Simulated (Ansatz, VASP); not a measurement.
## TaN in VASP and in Ansatz

```
Ta N
1.0
     0.00000    2.17384    2.17384
     2.17384    0.00000    2.17384
     2.17384    2.17384    0.00000
Ta N
1 1
Cartesian
  2.1927 2.1738 2.1880
  -0.2440 0.0000 -0.1830
```

Change from the starting cell: mode 4 frozen in at -0.244 Å and mode 6 at -0.183 Å (largest displacements).

Alike in both runs: task single point; functional LDA; k mesh 18 × 18 × 18; occupations gaussian, width 0.15 eV; no spin polarisation.

|  | VASP | Ansatz |
| --- | --- | --- |
| version | VASP 6.6.1 | Ansatz 0.2.0 |
| potentials or method | VASP PAW LDA potentials, release 64 (Ta_pv, N), cutoff 520 eV | scalar-relativistic, plane waves, PAW |
| valence electrons in the cell | 16 | 18 |

Ansatz gave:

```
gap on the k mesh at the Fermi level (eV)                     : none
pressure (GPa)                                                : 19.8
traceless stress, the component that is largest in VASP (GPa) : -19.59
rms of the force components (eV/Å)                            : 2.270
```

Q: Estimate VASP's values.

A: gap on the k mesh at the Fermi level (eV): none; pressure (GPa): 22.3; traceless stress, the component that is largest in VASP (GPa): -19.99; rms of the force components (eV/Å): 2.316.

Ansatz warns that its potentials were made for another functional, while VASP's fit it. LDA's correlation is that of Perdew and Zunger in VASP and of Perdew and Wang (1992) in Ansatz. Atom by atom the forces differ by 0.046 eV/Å (rms over components). A gap of «none» marks a metal or a gap that the smearing closes. VASP's potentials hold 16 valence electrons a cell and Ansatz's 18, so a difference there can come from the potentials and not from the codes.

Spin-orbit coupling is off throughout.
